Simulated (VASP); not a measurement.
Wanted: the native input for a VASP 6.6.1 run.

```yaml
Task: single point
Functional: PBEsol
Potentials_or_basis: VASP PAW PBE potentials, release 64 (Hf_pv, C)
Cutoff: 520 eV
k_mesh: 5 × 5 × 3
Occupations: fermi-dirac, width 0.05 eV
Spin: no spin polarisation
Dipole_correction: no
Further_INCAR_settings: ALGO = Normal; EDIFF = 1e-07; NBANDS = 22
```

The structure of HfC lies in POSCAR:

```
HfC
1.0
    3.3633870319      0.0033455574     -0.0526073878
   -1.6787987073      2.9317600423      0.0115091182
   -0.0818760069     -0.0265841598      5.2596169213
Hf C
2 2
Direct
    0.7300500000      0.3806900000      0.7741200000
    0.2997600000      0.6840500000      0.2451000000
    0.9767700000      0.9808300000      0.9618200000
    0.9706000000      0.9766700000      0.4899200000
```

These files were run (other wordings do the same):

INCAR

```
ALGO     = Normal         # electronic algorithm
EDIFF    = 1E-7           # SCF threshold, eV
ENCUT    = 520            # plane-wave cutoff, eV
GGA      = PS             # functional
ISIF     = 2              # what is computed and relaxed
ISMEAR   = -1             # smearing method
LASPH    = T              # aspherical terms in the spheres
LCHARG   = T              # write CHGCAR
LELF     = T              # ELF
LREAL    = F              # projectors in reciprocal space
LVHAR    = T            
LWAVE    = F              # write WAVECAR
NBANDS   = 22             # bands
NELM     = 80             # most SCF steps
PREC     = Accurate       # precision mode
SIGMA    = 0.05           # smearing width, eV
```

KPOINTS

```
k-points
0
Gamma
  5 5 3
```

Potentials or basis: VASP PAW PBE potentials, release 64 (Hf_pv, C).

Launch:

```sh
$ cat potpaw_PBE.64/Hf_pv/POTCAR potpaw_PBE.64/C/POTCAR > POTCAR
$ mpirun -np 1 vasp_std > vasp.out
```

Results of the run:

| Property | Result |
| --- | --- |
| Pressure | -3.8 GPa |
| Largest force | 6.171 eV/Å |
| Band gap on the k mesh | zero (band 14 reaches 6.14 eV, above the bottom of band 15 at 5.72 eV) |

Caveat: the k points lie up to 0.43 Å⁻¹ apart; the PAW data sets were made with another functional, which shifts forces and pressure a little; spin-orbit coupling is left out, which moves the levels of the heavy elements.

Run time: 84 s on 1 thread of Intel Xeon 8259CL, on a shared host, peak memory 0.2 GiB.
